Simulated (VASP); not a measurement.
Set up this calculation in VASP 6.6.1, as the native input.

- Task: single point
- Functional: PBE
- Dispersion: D3(BJ)
- Potentials or basis: VASP PAW PBE potentials, release 64 (I)
- Cutoff: 520 eV
- k mesh: 8 × 8 × 4
- Occupations: gaussian, width 0.02 eV
- Spin: no spin polarisation
- Dipole correction: no
- Further INCAR settings: ALGO = Normal; EDIFF = 1e-07; NBANDS = 22

The structure of I lies in POSCAR:

```
I
1.0
    3.9113777337     -2.2920648221      0.0000000000
    3.9113777337      2.2920648221      0.0000000000
    0.0000000000      0.0000000000      9.7432420855
I
4
Direct
    0.8355952222      0.1644047778      0.8780526937
    0.3355952222      0.6644047778      0.6219473063
    0.1644047778      0.8355952222      0.1219473063
    0.6644047778      0.3355952222      0.3780526937
```

One way to write it, as run:

INCAR

```
ALGO = Normal
EDIFF = 1E-7
ENCUT = 520
GGA = PE
ISIF = 2
ISMEAR = 0
IVDW = 12
LASPH = True
LCHARG = False
LREAL = False
LWAVE = False
NBANDS = 22
NELM = 60
PREC = Accurate
SIGMA = 0.02
```

KPOINTS

```
k-points
0
Gamma
  8 8 4
```

Potentials or basis: VASP PAW PBE potentials, release 64 (I).

The run is started by

```console
$ cat potpaw_PBE.64/I/POTCAR > POTCAR
$ mpirun -np 1 vasp_std > vasp.out
```

Results of the run:

The pressure is -0.8 GPa, the largest force is 0.010 eV/Å and the band gap on the k mesh is 0.96 eV (least direct gap 1.11 eV). The dispersion energy per atom is -0.291 eV.

Caveat: spin-orbit coupling is left out, which moves the levels of the heavy elements.

Run time: 3.2 min on 1 thread of Intel(R) Xeon(R) Platinum 8259CL CPU @ 2.50GHz (Skylake/Cascade Lake), with other jobs on the host, peak memory 0.4 GiB.
